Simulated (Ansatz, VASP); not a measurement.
**Two plane-wave programs on Cd**

INCAR

```
SYSTEM = Cd
ALGO     = Normal         ! electronic algorithm
EDIFF    = 1E-6           ! SCF threshold, eV
ENCUT    = 520            ! plane-wave cutoff, eV
GGA      = PS             ! functional
ISIF     = 2              ! what is computed and relaxed
ISMEAR   = -1             ! smearing method
LASPH    = .True.         ! aspherical terms in the spheres
LCHARG   = .True.         ! write CHGCAR
LELF     = .True.         ! ELF
LREAL    = .False.        ! projectors in reciprocal space
LVHAR    = .True.       
LWAVE    = .False.        ! write WAVECAR
NBANDS   = 12             ! bands
NELM     = 60             ! most SCF steps
PREC     = Accurate       ! precision mode
SIGMA    = 0.1            ! smearing width, eV
```

KPOINTS

```
k-points
0
Gamma
  12 12 12
  0 0 0
```

File POSCAR:

```
Cd
1.0
    2.8647036559      0.0000000000      0.0000000000
    0.0000000000      2.8647036559      0.0000000000
    0.0000000000      0.0000000000      2.8647036559
Cd
1
Direct
    0.0000000000      0.0000000000      0.0000000000
```

Input for Ansatz:

```yaml
crystal:
  lattice:
    - [2.8647036559, 0.0, 0.0]
    - [0.0, 2.8647036559, 0.0]
    - [0.0, 0.0, 2.8647036559]
  atoms:
    - { symbol: Cd, position: [0.0, 0.0, 0.0] }
hamiltonian:
  xc: pbesol
  pseudopotentials:
    kind: paw
    azcp:
      Cd: "pseudopotentials/Cd.paw.azcp"
basis:
  ecutwfc: 420
  fft_grid_basis: typed
kpoints:
  mp_grid: { grid: [12, 12, 12], shift: [0, 0, 0] }
magnetization:
  spin_polarized: false
scf:
  occupations: { method: fermi_dirac, width: 0.1 }
  lower_state_search: "off"
output:
  stress: true
  write_density: true
  write_potential: true
  elf: true
  volumetric_format: npy
```

Alike in both runs: task single point; functional PBEsol; k mesh 12 × 12 × 12; occupations fermi-dirac, width 0.1 eV; no spin polarisation.

```csv
,VASP,Ansatz
version,VASP 6.6.1,Ansatz 0.2.0
potentials or method,"VASP PAW PBE potentials, release 64 (Cd), cutoff 520 eV","plane waves (420 eV) with PAW, scalar-relativistic"
valence electrons in the cell,12,20
```

```tsv
	VASP	Ansatz	Ansatz less VASP
pressure (GPa)	2.4	2.0	-0.37
```

VASP's potentials were made for PBE, not for PBEsol, and Ansatz warns of the same on its side. VASP's potentials hold 12 valence electrons a cell and Ansatz's 20, so a difference there can come from the potentials and not from the codes.
